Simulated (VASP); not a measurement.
Input of a VASP 6.6.1 run:

File INCAR:

```
PREC = Accurate
ENCUT = 520
EDIFF = 1E-6
ISMEAR = 0
SIGMA = 0.05
LREAL = F
LASPH = T
NELM = 100
ALGO = Normal
ISIF = 2
LWAVE = F
LCHARG = T
LELF = T
LVHAR = T
NBANDS = 17
```

The input KPOINTS:

```
regular mesh
0
Gamma
  9 9 9
```

POSCAR

```
LiHF2
1.0
    1.4427881604      0.8329941328      4.4378513100
   -1.4427881604      0.8329941328      4.4378513100
    0.0000000000     -1.6659882656      4.4378513100
Li H F
1 1 2
Direct
    0.0000000000      0.0000000000      0.0000000000
    0.5000000000      0.5000000000      0.5000000000
    0.4125119035      0.4125119035      0.4125119035
    0.5874880965      0.5874880965      0.5874880965
```

Potentials or basis: VASP PAW LDA potentials, release 64 (Li_sv, H, F).

Launch:

```sh
$ cat potpaw_LDA.64/Li_sv/POTCAR potpaw_LDA.64/H/POTCAR potpaw_LDA.64/F/POTCAR > POTCAR
$ mpirun -np 1 vasp_std > vasp.out
```

**Question.** Estimate the largest force.

**Answer.** 0.476 eV/Å.

**Question.** Predict the band gap on the k mesh.

**Answer.** 7.97 eV, indirect (least direct gap 8.16 eV).

Forces in eV/Å, atoms in the order of the input:
```
Li   0.000  0.000  0.000
H    0.000  0.000  0.000
F    0.000  0.000  0.476
F    0.000  0.000 -0.476
```

Caveat: the cell differs from its parent crystal (strain +0.0250 x Voigt [0, 0, 1, 0, 0, 0]). A k mesh can miss the band edges.
